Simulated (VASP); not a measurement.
# Mg2O5 (P-3m1) in VASP: notebook

The runs below take Mg2O5 through single point, relaxation of cell and atoms, with PBE.

Program: VASP 6.6.1. These are calculated values, not measurements. Logs are shortened: lines on timing, memory, paths and dates and some standing lists are left out, and cuts for length are marked.

**1. The cell of the first run**

Symmetry: P-3m1, No. 164, trigonal system. Conventional cell: a = 3.130 Å, b = 3.130 Å, c = 8.759 Å, α = 90.00°, β = 90.00°, γ = 120.00°. Mg (site symmetry 3m) has 6 O at 2.07 to 2.19 Å within 2.7 Å. O (site symmetry 3m) has 1 O at 1.38 Å within 1.8 Å. O (site symmetry 3m) has 1 O at 1.38 Å within 1.8 Å. Within 2.9 Å of O (site symmetry -3m) lie 6 Mg at 2.19 Å and 6 O at 2.88 Å.

**2. Single point, PBE**

Contents of INCAR:

```
  ALGO = Normal
  EDIFF = 1E-6
  ENCUT = 520
  GGA = PE
  ISIF = 2
  ISMEAR = 0
  LASPH = T
  LCHARG = F
  LREAL = F
  LWAVE = F
  NBANDS = 26
  NELM = 60
  PREC = Accurate
  SIGMA = 0.2
```

Contents of KPOINTS:

```
k-points
0
Gamma
  6 6 2
```

Contents of POSCAR:

```
Mg2O5
1.0
    3.1299654963      0.0000000000      0.0000000000
   -1.5649827481      2.7106296327      0.0000000000
    0.0000000000      0.0000000000      8.7586749799
Mg O
2 5
Direct
    0.6666666667      0.3333333333      0.8588726754
    0.3333333333      0.6666666667      0.1411273246
    0.3333333333      0.6666666667      0.7435796959
    0.3333333333      0.6666666667      0.5860871124
    0.6666666667      0.3333333333      0.2564203041
    0.6666666667      0.3333333333      0.4139128876
    0.0000000000      0.0000000000      0.0000000000
```

Potentials or basis: VASP PAW PBE potentials, release 64 (Mg, O).

On the command line:

```console
> cat potpaw_PBE.64/Mg/POTCAR potpaw_PBE.64/O/POTCAR > POTCAR
> mpirun -np 1 vasp_std > vasp.out
```

OUTCAR:

```text
EDIFF = 1E-6
   ENCUT = 520
   GGA = PE
   ISIF = 2
   ISMEAR = 0
   LASPH = T
   LREAL = F
   NELM = 60
   PREC = Accurate

 ion  position               nearest neighbor table
   1  0.667  0.333  0.859-   3 2.07   3 2.07   3 2.07   7 2.19   7 2.19   7 2.19   2 3.06   2 3.06
                             2 3.06
   2  0.333  0.667  0.141-   5 2.07   5 2.07   5 2.07   7 2.19   7 2.19   7 2.19   1 3.06   1 3.06
                             1 3.06
   3  0.333  0.667  0.744-   4 1.38   1 2.07   1 2.07   1 2.07
   4  0.333  0.667  0.586-   3 1.38
   5  0.667  0.333  0.256-   6 1.38   2 2.07   2 2.07   2 2.07
   6  0.667  0.333  0.414-   5 1.38
   7  0.000  0.000  0.000-   1 2.19   2 2.19   2 2.19   1 2.19   1 2.19   2 2.19

  LATTYP: Found a hexagonal cell.
 ALAT       =     3.1299654963
 C/A-ratio  =     2.7983295631

  Lattice vectors:

 A1 = (   3.1299654963,   0.0000000000,   0.0000000000)
 A2 = (  -1.5649827481,   2.7106296327,   0.0000000000)
 A3 = (   0.0000000000,   0.0000000000,   8.7586749799)

Analysis of symmetry for initial positions (statically):
=====================================================================
 Subroutine PRICEL returns:
 Original cell was already a primitive cell.

 Routine SETGRP: Setting up the symmetry group for a
 hexagonal supercell.

 Subroutine GETGRP returns: Found 12 space group operations
 (whereof 12 operations were pure point group operations)
 out of a pool of 24 trial point group operations.

The static configuration has the point symmetry D_3d.

Analysis of symmetry for dynamics (positions and initial velocities):
=====================================================================
 Subroutine PRICEL returns:
 Original cell was already a primitive cell.

 Routine SETGRP: Setting up the symmetry group for a
 hexagonal supercell.

 Subroutine GETGRP returns: Found 12 space group operations
 (whereof 12 operations were pure point group operations)
 out of a pool of 24 trial point group operations.

The dynamic configuration has the point symmetry D_3d.

 Subroutine INISYM returns: Found 12 space group operations
 (whereof 12 operations are pure point group operations),
 and found     1 'primitive' translations

----------------------------------------------------------------------------------------

                                     Primitive cell

  volume of cell :      74.3102

  direct lattice vectors                    reciprocal lattice vectors
     3.129965496  0.000000000  0.000000000     0.319492340  0.184458988  0.000000000
    -1.564982748  2.710629633  0.000000000     0.000000000  0.368917977  0.000000000
     0.000000000  0.000000000  8.758674980     0.000000000  0.000000000  0.114172521

  length of vectors
     3.129965496  3.129965496  8.758674980     0.368917977  0.368917977  0.114172521

  position of ions in fractional coordinates (direct lattice)
     0.666666667  0.333333333  0.858872675
     0.333333333  0.666666667  0.141127325
     0.333333333  0.666666667  0.743579696
     0.333333333  0.666666667  0.586087112
     0.666666667  0.333333333  0.256420304
     0.666666667  0.333333333  0.413912888
     0.000000000  0.000000000  0.000000000

  ion indices of the primitive-cell ions
   primitive index   ion index
                 1           1
                 2           2
                 3           3
                 4           4
                 5           5
                 6           6
                 7           7

----------------------------------------------------------------------------------------

 KPOINTS: k-points

Automatic generation of k-mesh.
 Grid dimensions read from file:
 generate k-points for:    6    6    2

 Generating k-lattice:

  Cartesian coordinates                     Fractional coordinates (reciprocal lattice)
     0.053248723  0.030743165  0.000000000     0.166666667  0.000000000  0.000000000
     0.000000000  0.061486329  0.000000000     0.000000000  0.166666667  0.000000000
     0.000000000  0.000000000  0.057086260     0.000000000  0.000000000  0.500000000

  Length of vectors
     0.061486329  0.061486329  0.057086260

  Shift w.r.t. Gamma in fractional coordinates (k-lattice)
     0.000000000  0.000000000  0.000000000

 Subroutine IBZKPT returns following result:
 ===========================================

 Found     14 irreducible k-points:

 Following reciprocal coordinates:
            Coordinates               Weight
  0.000000  0.000000  0.000000      1.000000
  0.166667  0.000000  0.000000      6.000000
  0.333333  0.000000  0.000000      6.000000
  0.500000  0.000000  0.000000      3.000000
  0.166667  0.166667  0.000000      6.000000
  0.333333  0.166667  0.000000     12.000000
  0.333333  0.333333  0.000000      2.000000
  0.000000  0.000000  0.500000      1.000000
  0.166667  0.000000  0.500000      6.000000
  0.333333  0.000000  0.500000      6.000000
  0.500000  0.000000  0.500000      3.000000
  0.166667  0.166667  0.500000      6.000000
  0.333333  0.166667  0.500000     12.000000
  0.333333  0.333333  0.500000      2.000000
   k-points           NKPTS =     14   k-points in BZ     NKDIM =     14   number of bands    NBANDS=     26
   number of dos      NEDOS =    301   number of ions     NIONS =      7
   total plane-waves  NPLWV =  40320
   dimension x,y,z NGX =    24 NGY =   24 NGZ =   70
   dimension x,y,z NGXF=    48 NGYF=   48 NGZF=  140
   ions per type =               2   5
   NGX,Y,Z   is equivalent  to a cutoff of  12.75, 12.75, 13.29 a.u.
   NGXF,Y,Z  is equivalent  to a cutoff of  25.49, 25.49, 26.57 a.u.
 SYSTEM =  unknown system
   PREC   = accura    normal or accurate (medium, high low for compatibility)
   ISTART =      0    job   : 0-new  1-cont  2-samecut
   ICHARG =      2    charge: 1-file 2-atom 10-const
   ISPIN  =      1    spin polarized calculation?
   LNONCOLLINEAR =      F non collinear calculations
   LSORBIT =      F    spin-orbit coupling
   LASPH  =      T    aspherical Exc in radial PAW
   ENCUT  =  520.0 eV  38.22 Ry    6.18 a.u.   5.82  5.82 16.29*2*pi/ulx,y,z
   NELM   =     60;   NELMIN=  2; NELMDL= -5     # of ELM steps
   EDIFF  = 0.1E-05   stopping-criterion for ELM
   LREAL  =      F    real-space projection
   EDIFFG = 0.1E-04   stopping-criterion for IOM
   NSW    =      0    number of steps for IOM
   IBRION =     -1    ionic relax: 0-MD 1-quasi-New 2-CG
   NFREE  =      0    steps in history (QN), initial steepest desc. (CG)
   ISIF   =      2    stress and relaxation
   ISYM   =      2    0-nonsym 1-usesym 2-fastsym
   POTIM  = 0.5000    time-step for ionic-motion
   TEBEG  =    0.0;   TEEND  =   0.0 temperature during run
   PSTRESS=    0.0 pullay stress
   NELECT =      34.0000    total number of electrons
   NUPDOWN=      -1.0000    fix difference up-down
   EMIN   =  10.00;   EMAX   =-10.00  energy-range for DOS
   EFERMI =   0.00;   METHOD = LEGACY
   ISMEAR =     0;   SIGMA  =   0.20  broadening in eV -4-tet -1-fermi 0-gaus
   EFERMI_NEDOS =   21; number of points for ismear=-14 and -15
   IALGO  =     38    algorithm
   IMIX   =      4    mixing-type and parameters
     AMIX     =   0.40;   BMIX     =  1.00
     AMIX_MAG =   1.60;   BMIX_MAG =  1.00
  volume/ion in A,a.u.               =      10.62        71.64
  Fermi-wavevector in a.u.,A,eV,Ry     =   1.261494  2.383877 21.651854  1.591366
  Thomas-Fermi vector in A             =   2.394950
   LORBIT       =      0    0 simple, 1 ext, 2 COOP (PROOUT), +10 PAW based schemes
   GGA     = PE    functional components
   LHFCALC =     F    Hartree Fock is set to
   AEXX    =    0.0000 exact exchange contribution
   IVDW    =     0    specifies the selected vdW correction
   LEPSILON=     F    determine dielectric tensor
   LRPA    =     F    only Hartree local field effects (RPA)
 non-spin polarized calculation
 Gauss-broadening in eV      SIGMA  =   0.20
  energy-cutoff  :      520.00
  volume of cell :       74.31
 maximum number of plane-waves:      2020
 NGX is ok and might be reduce to    24
   NGX = 11   NGY = 11   NGZ = 33

 number of electron      33.9999982 magnetization

 Free energy of the ion-electron system (eV)
  ---------------------------------------------------
  ext. energy  EPLUGINS =         0.00000000
  ---------------------------------------------------
  free energy    TOTEN  =       -35.96546713 eV

  energy without entropy =      -35.90340599  energy(sigma->0) =      -35.93443656

 E-fermi :   2.7488     XC(G=0): -10.0801

 val. band max:        2.6731542368   @ k =   0.1667   0.0000   0.0000
 cond. band min:       2.7650134280   @ k =   0.1667   0.0000   0.5000
 fundamental gap:      0.0918591912
 Fermi energy:         2.7487844464

 k-point     1 :       0.0000    0.0000    0.0000
  band No.  band energies     occupation
      1     -20.6063      2.00000
      2     -20.3536      2.00000
      3     -15.7581      2.00000
      4     -13.0038      2.00000
      5     -12.1231      2.00000
      6      -4.9877      2.00000
[... 18 lines left out ...]
     25      14.2139      0.00000
     26      15.6440      0.00000

 k-point     2 :       0.1667    0.0000    0.0000
  band No.  band energies     occupation
      1     -20.5225      2.00000
      2     -20.2986      2.00000
      3     -15.6031      2.00000
      4     -12.8937      2.00000
      5     -12.0880      2.00000
      6      -4.9533      2.00000
[... 18 lines left out ...]
     25      13.9741      0.00000
     26      14.2623      0.00000

 k-point     3 :       0.3333    0.0000    0.0000
  band No.  band energies     occupation
      1     -20.3418      2.00000
      2     -20.1951      2.00000
      3     -15.2693      2.00000
      4     -12.6312      2.00000
      5     -12.0539      2.00000
      6      -4.8804      2.00000
[... 282 lines left out ...]
 k-point    13 :       0.3333    0.1667    0.5000
  band No.  band energies     occupation
      1     -20.2369      2.00000
      2     -20.1550      2.00000
      3     -15.0927      2.00000
      4     -12.4429      2.00000
      5     -12.0887      2.00000
      6      -4.6620      2.00000
[... 18 lines left out ...]
     25      12.6757      0.00000
     26      13.3117      0.00000

 k-point    14 :       0.3333    0.3333    0.5000
  band No.  band energies     occupation
      1     -20.1599      2.00000
      2     -20.1599      2.00000
      3     -15.0053      2.00000
      4     -12.2251      2.00000
      5     -12.2251      2.00000
      6      -4.2980      2.00000
[... 18 lines left out ...]
     25      12.9270      0.00000
     26      12.9788      0.00000

------------------------ aborting loop because EDIFF is reached ----------------------------------------

  FORCE on cell =-STRESS in cart. coord.  units (eV):
  Direction    XX          YY          ZZ          XY          YZ          ZX
  --------------------------------------------------------------------------------------
  -------------------------------------------------------------------------------------
  Total       -0.1932282     -0.1932282      0.5233269     -0.0000000      0.0000000      0.0000000
  in kB       -4.1661311     -4.1661311     11.2832836     -0.0000000      0.0000000      0.0000000
  external PRESSURE =       0.9836738 kB  Pullay stress =       0.0000000 kB

 VOLUME and BASIS-vectors are now :
 -----------------------------------------------------------------------------
  energy-cutoff  :      520.00
  volume of cell :       74.31
      direct lattice vectors                 reciprocal lattice vectors
     3.129965496  0.000000000  0.000000000     0.319492340  0.184458988  0.000000000
    -1.564982748  2.710629633  0.000000000     0.000000000  0.368917977  0.000000000
     0.000000000  0.000000000  8.758674980     0.000000000  0.000000000  0.114172521

 POSITION                                       TOTAL-FORCE (eV/Angst)
 -----------------------------------------------------------------------------------
      1.56498      0.90354      7.52259         0.000000      0.000000      0.025049
     -0.00000      1.80709      1.23609         0.000000     -0.000000     -0.025049
     -0.00000      1.80709      6.51277        -0.000000      0.000000      0.336309
     -0.00000      1.80709      5.13335         0.000000      0.000000     -0.338206
      1.56498      0.90354      2.24590         0.000000      0.000000     -0.336309
      1.56498      0.90354      3.62533        -0.000000     -0.000000      0.338206
      0.00000      0.00000      0.00000        -0.000000     -0.000000     -0.000000
 -----------------------------------------------------------------------------------
    total drift:                                0.000000     -0.000000     -0.000000

  FREE ENERGIE OF THE ION-ELECTRON SYSTEM (eV)
  ---------------------------------------------------
  free  energy   TOTEN  =       -35.9654671252 eV

  energy  without entropy=      -35.9034059858  energy(sigma->0) =      -35.93443656
```

Wall time 13 s (1 thread of Intel Xeon 6975P-C (Granite Rapids), shared host); peak memory 0.19 GiB.

Results:

```
Free energy            : -35.9655 eV
Pressure               : 0.1 GPa
Largest force          : 0.338 eV/Å
Band gap on the k mesh : zero (bands 17 and 18 overlap by 0.42 eV)
```

Forces in eV/Å, atoms in the order of the input:
```
Mg   0.000  0.000  0.025
Mg   0.000  0.000 -0.025
O    0.000  0.000  0.336
O    0.000  0.000 -0.338
O    0.000  0.000 -0.336
O    0.000  0.000  0.338
O    0.000  0.000  0.000
```

Stress tensor (GPa, compression positive):
```
-0.42  0.00  0.00
 0.00 -0.42  0.00
 0.00  0.00  1.13
```

Caveat: the k points lie up to 0.39 Å⁻¹ apart; semilocal functionals underestimate gaps, and a narrow one can read as zero.

**3. Relaxation of cell and atoms, PBE**

This run uses another cell than the first one, of 10.82 Å³/atom.

Contents of INCAR:

```
ALGO = Normal
EDIFF = 1E-7
EDIFFG = -0.08
ENCUT = 600
GGA = PE
IBRION = 2
ISIF = 3
ISMEAR = 0
LASPH = T
LCHARG = F
LREAL = F
LWAVE = F
NELM = 60
NSW = 36
PREC = Accurate
SIGMA = 0.2
```

KPOINTS is that of step 2.

Contents of POSCAR:

```
Mg2O5
1.0
    3.1000000000      0.0000000000      0.0000000000
   -1.5500000000      2.6846787500      0.0000000000
    0.0000000000      0.0000000000      9.1000000000
Mg O
2 5
Direct
    0.6666666700      0.3333333300      0.8850000000
    0.3333333300      0.6666666700      0.1150000000
    0.3333333300      0.6666666700      0.7750000000
    0.3333333300      0.6666666700      0.6290000000
    0.6666666700      0.3333333300      0.2250000000
    0.6666666700      0.3333333300      0.3710000000
    0.0000000000      0.0000000000      0.0000000000
```

Potentials or basis: VASP PAW PBE potentials, release 64 (Mg, O).

On the command line:

```console
> cat potpaw_PBE.64/Mg/POTCAR potpaw_PBE.64/O/POTCAR > POTCAR
> mpirun -np 1 vasp_std > vasp.out
```

Run time: 2.7 min. Hardware: 1 thread of Intel Xeon 6975P-C (Granite Rapids), shared host; peak memory 0.25 GiB.

The run converged. Its results:

```yaml
Free_energy: -35.8616 eV
Relaxed_volume: 11.45 Å³/atom
Relaxed_cell: a = 3.082 Å, b = 3.082 Å, c = 9.745 Å, α = 90.00°, β = 90.00°, γ = 120.00°
Space_group_after_relaxing_to_0.1_Å: P-3m1 (No. 164)
Energy_gained_by_relaxing: 81.2 meV/atom
Ionic_steps: 12
Pressure_after_relaxing: 0.0 GPa
Largest_force_after_relaxing: 0.072 eV/Å
Band_gap_on_the_k_mesh: zero (bands 17 and 18 overlap by 0.92 eV)
```

Forces on the atoms (eV/Å):
```
Mg   0.000  0.000 -0.041
Mg   0.000  0.000  0.041
O    0.000  0.000 -0.072
O    0.000  0.000  0.041
O    0.000  0.000  0.072
O    0.000  0.000 -0.041
O    0.000  0.000  0.000
```

Stress tensor (GPa, compression positive):
```
-0.01  0.00  0.00
 0.00 -0.01  0.00
 0.00  0.00 -0.09
```

The path:
```
step  energy change (eV)  largest force (eV/Å)  pressure (GPa)  volume (Å³)
   1              0.0000                2.1224           10.45        75.73
   2              0.6520                4.3734           -8.19        83.62
   3             -0.2669                1.8931            1.66        78.18
   4             -0.2691                1.7355            2.16        78.00
   5             -0.5307                0.4548           -0.88        81.78
   6             -0.5314                0.3781           -0.99        81.99
   7             -0.5485                0.4109            0.12        81.25
   8             -0.5490                0.5080            0.35        81.11
   9             -0.5574                0.3485            0.17        80.90
  10             -0.5657                0.2131           -0.25        80.39
  11             -0.5668                0.1710           -0.20        80.33
  12             -0.5684                0.0718           -0.04        80.15
```

Final structure:
```
Mg O
1.0
     3.08176    0.00000    0.00000
    -1.54088    2.66888    0.00000
     0.00000    0.00000    9.74501
Mg O
2 5
Direct
  0.66667 0.33333 0.87354
  0.33333 0.66667 0.12646
  0.33333 0.66667 0.76803
  0.33333 0.66667 0.62739
  0.66667 0.33333 0.23197
  0.66667 0.33333 0.37261
  0.00000 0.00000 0.00000
```

Levels at points of the mesh, in eV from the Fermi level:
```csv
k point,band 15,band 16,band 17,band 18,band 19,band 20
"(0.00, 0.00, 0.00)",0.20,0.20,0.31,0.31,2.70,5.50
"(0.50, 0.00, 0.00)",-1.31,-0.85,-0.09,0.06,5.00,5.70
"(0.00, 0.00, 0.50)",0.23,0.23,0.28,0.28,2.91,5.00
"(0.50, 0.00, 0.50)",-1.12,-1.02,-0.12,0.09,4.81,5.94
```

Caveat: the k points lie up to 0.39 Å⁻¹ apart in the final cell, too coarse for converged energies and pressures of a metal; the relaxation stopped at a loose force limit of 0.08 eV/Å, so its end isn't a converged minimum.

The gap in the log of VASP goes by the Fermi energy; the results here count the filled bands.